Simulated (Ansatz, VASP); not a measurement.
## Two plane-wave programs on Rh

```
Rh
1.0
     0.00000    1.90155    1.93958
     1.90155    0.00000    1.93958
     1.90155    1.90155    0.00000
Rh
1
Direct
  0.00000 0.00000 0.00000
```

Change from the starting cell: zz strain of +2 %, PAW files.

Alike in both runs: task electric field gradients; functional PBE; k mesh 16 × 16 × 16; occupations fermi-dirac, width 0.08 eV; no spin polarisation.

|  | VASP | Ansatz |
| --- | --- | --- |
| version | VASP 6.6.1 | Ansatz 0.2.0 |
| potentials or method | VASP PAW PBE potentials, release 64 (Rh_sv_GW) | PAW with Ansatz's default frozen-core files, scalar-relativistic |
| plane-wave cutoff (eV) | 460 | 420 |
| valence electrons in the cell | 17 | 17 |

|  | VASP | Ansatz | Ansatz less VASP |
| --- | --- | --- | --- |
| size of Vzz on the site where it differs most (V/Å²) | 1.7 | 1.8 | +0.07 |
